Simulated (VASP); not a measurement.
The system is ZnAg.

```
Zn Ag
1.0
     1.55083   -2.29968    0.00000
     1.55083    2.29968    0.00000
     0.00000    0.00000    4.42916
Zn Ag
1 1
Cartesian
  1.5508 0.0000 2.2146
  0.0000 0.0000 0.0000
```

| Quantity | Value |
| --- | --- |
| Program | VASP 6.6.1 |
| Task | relaxation of cell and atoms |
| Functional | LDA |
| Potentials or basis | VASP PAW LDA potentials, release 64 (Zn, Ag) |
| Cutoff | 600 eV |
| k mesh | 8 × 8 × 5 |
| Occupations | fermi-dirac, width 0.1 eV |
| Spin | no spin polarisation |

At the start: pressure -6.7 GPa; volume 15.80 Å³/atom.

Problem. How do energy, volume and symmetry change on relaxing?

Solution. Over 11 steps the energy falls by 31.4 meV/atom and the volume is 14.83 Å³/atom (-6.1 %); space group Cmmm (No. 65, to 0.05 Å).

The path:
```
step  energy change (eV)  largest force (eV/Å)  pressure (GPa)  volume (Å³)
   1              0.0000                0.0000           -6.66        31.59
   2             -0.0371                0.0000            4.90        28.68
   3             -0.0489                0.0000            0.53        29.57
   4             -0.0549                0.0000            0.37        29.60
   5             -0.0606                0.0000            0.29        29.63
   6             -0.0609                0.0000            0.27        29.63
   7             -0.0625                0.0000           -0.56        29.79
   8             -0.0625                0.0000           -0.48        29.79
   9             -0.0625                0.0000            0.49        29.57
  10             -0.0627                0.0000           -0.09        29.67
  11             -0.0627                0.0000            0.06        29.66
```

Final structure:
```
Zn Ag
1.0
     1.60185   -2.17830    0.00000
     1.60185    2.17830    0.00000
     0.00000    0.00000    4.24953
Zn Ag
1 1
Direct
  0.50000 0.50000 0.50000
  0.00000 0.00000 0.00000
```
